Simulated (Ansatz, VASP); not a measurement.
## WC in VASP and in Ansatz

```
W C
1.0
     0.00000    2.05147    2.18242
     2.18242    0.00000    2.18242
     2.18242    2.05147    0.00000
W C
1 1
Direct
  0.00000 0.00000 0.00000
  0.50000 0.50000 0.50000
```

Change from the starting cell: strain -0.0600 x Voigt [0, 1, 0, 0, 0, 0], atoms carried along.

Alike in both runs: task single point; functional r2SCAN; k mesh 24 × 24 × 24; occupations gaussian, width 0.15 eV; no spin polarisation.

|  | VASP | Ansatz |
| --- | --- | --- |
| version | VASP 6.6.1 | Ansatz 0.2.0 |
| potentials or method | VASP PAW PBE potentials, release 64 (W_sv, C), cutoff 520 eV | scalar-relativistic, plane waves, PAW |
| valence electrons in the cell | 18 | 18 |

```csv
,VASP,Ansatz,Ansatz less VASP
gap on the k mesh at the Fermi level (eV),none,none,-
pressure (GPa),32.9,30.7,-2.17
"traceless stress, the component that is largest in VASP (GPa)",36.17,36.07,-0.101
```

VASP's potentials were made for PBE, not for r2SCAN. A gap of «none» marks a metal or a gap that the smearing closes. Both programs put the cell under a high pressure, so it lies far from rest at this level.

Neither program's run includes spin-orbit coupling.
